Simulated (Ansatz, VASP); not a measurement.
Zr: VASP beside Ansatz

File POSCAR:

```
Zr
1.0
   -1.7987839886      1.7987839886      1.7987839886
    1.7987839886     -1.7987839886      1.7987839886
    1.7987839886      1.7987839886     -1.7987839886
Zr
1
Direct
    0.0000000000      0.0000000000      0.0000000000
```

File INCAR.step1:

```
PREC = Accurate
ENCUT = 600
ISMEAR = -1
SIGMA = 0.1
LREAL = F
LASPH = T
NELM = 100
GGA = PE
ALGO = Normal
EDIFF = 1E-4
LWAVE = T
LCHARG = F
```

INCAR.step2

```
PREC = Accurate
ENCUT = 600
EDIFF = 1E-6
ISMEAR = -1
SIGMA = 0.1
LREAL = F
LASPH = T
NELM = 100
ALGO = Normal
ISIF = 3
LWAVE = F
LCHARG = F
METAGGA = R2SCAN
LMIXTAU = T
IBRION = 2
NSW = 80
EDIFFG = -0.01
ISTART = 1
```

Contents of KPOINTS:

```
Automatic mesh
0
Gamma
  12 12 12
```

Input for Ansatz:

```yaml
crystal:
  lattice:
    - [-1.7987839886, 1.7987839886, 1.7987839886]
    - [1.7987839886, -1.7987839886, 1.7987839886]
    - [1.7987839886, 1.7987839886, -1.7987839886]
  atoms:
    - { symbol: Zr, position: [0.0, 0.0, 0.0] }
hamiltonian:
  xc: r2scan
  pseudopotentials:
    kind: paw
    azcp:
      Zr: "pseudopotentials/Zr.paw.azcp"
basis:
  ecutwfc: 500
  fft_grid_basis: typed
kpoints:
  mp_grid: { grid: [12, 12, 12], shift: [0, 0, 0] }
magnetization:
  spin_polarized: false
scf:
  occupations: { method: fermi_dirac, width: 0.1 }
relax:
  max_steps: 60
  f_tol: 0.01
  cell: {}
output:
  write_density: true
  write_potential: true
  elf: true
  volumetric_format: npy
```

Alike in both runs: task relaxation of cell and atoms; functional r2SCAN; k mesh 12 × 12 × 12; occupations fermi-dirac, width 0.1 eV; no spin polarisation.

```csv
,VASP,Ansatz
version,VASP 6.6.1,Ansatz 0.2.0
potentials or method,"VASP PAW PBE potentials, release 64 (Zr_sv), cutoff 600 eV","plane waves (500 eV) with PAW, scalar-relativistic"
valence electrons in the cell,12,12
```

|  | VASP | Ansatz | Ansatz less VASP |
| --- | --- | --- | --- |
| relaxed volume (Å³/atom) | 23.03 | 23.03 | -0.002 |
| relaxed length of the cell vector where the two differ most in proportion (Å) | 3.104 | 3.104 | -0.0001 |

VASP's potentials were made for PBE, not for r2SCAN.
